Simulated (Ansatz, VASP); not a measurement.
# Mn3SiB in VASP and in Ansatz

The input INCAR:

```
  ALGO = Normal
  EDIFF = 1E-6
  ENCUT = 520
  GGA = PE
  ISIF = 2
  ISMEAR = 0
  ISPIN = 2
  LASPH = T
  LCHARG = F
  LMAXMIX = 4
  LORBIT = 11
  LREAL = F
  LWAVE = F
  MAGMOM = 0 0 4 4 4
  NBANDS = 35
  NELM = 150
  PREC = Accurate
  SIGMA = 0.1
```

The input KPOINTS:

```
k-points
0
Gamma
  10 10 10
```

Contents of POSCAR:

```
Mn3SiB
1.0
    3.8064402884      0.0000000000      0.0000000000
    0.0000000000      3.8064402884      0.0000000000
    0.0000000000      0.0000000000      3.8064402884
Si B Mn
1 1 3
Direct
    0.0000000000      0.0000000000      0.0000000000
    0.5000000000      0.5000000000      0.5000000000
    0.5000000000      0.5000000000      0.0000000000
    0.5000000000      0.0000000000      0.5000000000
    0.0000000000      0.5000000000      0.5000000000
```

Input for Ansatz:

```yaml
crystal:
  lattice:
    - [3.8064402884, 0.0, 0.0]
    - [0.0, 3.8064402884, 0.0]
    - [0.0, 0.0, 3.8064402884]
  atoms:
    - { symbol: Si, position: [0.0, 0.0, 0.0] }
    - { symbol: B, position: [0.5, 0.5, 0.5] }
    - { symbol: Mn, position: [0.5, 0.5, 0.0], spin: 4.0 }
    - { symbol: Mn, position: [0.5, 0.0, 0.5], spin: 4.0 }
    - { symbol: Mn, position: [0.0, 0.5, 0.5], spin: 4.0 }
basis:
  ecutwfc: 420
kpoints:
  mp_grid: { grid: [10, 10, 10] }
hamiltonian:
  xc: pbe
scf:
  occupations: { method: gaussian, width: 0.1 }
  lower_state_search: "off"
output:
  forces: true
  stress: true
  eigenvalues: true
  populations: true
magnetization:
  spin_polarized: true
```

Alike in both runs: task single point; functional PBE; k mesh 10 × 10 × 10; occupations gaussian, width 0.1 eV; collinear spin.

|  | VASP | Ansatz |
| --- | --- | --- |
| version | VASP 6.6.1 | Ansatz 0.2.0 |
| potentials or method | VASP PAW PBE potentials, release 64 (Si, B, Mn_pv), cutoff 520 eV | scalar-relativistic, plane waves, PAW |
| valence electrons in the cell | 46 | 52 |

```tsv
	VASP	Ansatz	Ansatz less VASP
gap on the k mesh at the Fermi level (eV)	none	none	-
pressure (GPa)	0.2	0.0	-0.21
net moment per atom (μB)	0.78	0.77	-0.005
size of the moment on the site where the two differ most (μB)	1.35	1.17	-0.183
```

Site moments also hang on the region over which each program counts them. A gap of «none» marks a metal or a gap that the smearing closes. With one functional, cell and mesh, what is left measures potentials, basis and numerics. VASP's potentials hold 46 valence electrons a cell and Ansatz's 52, so a difference there can come from the potentials and not from the codes.
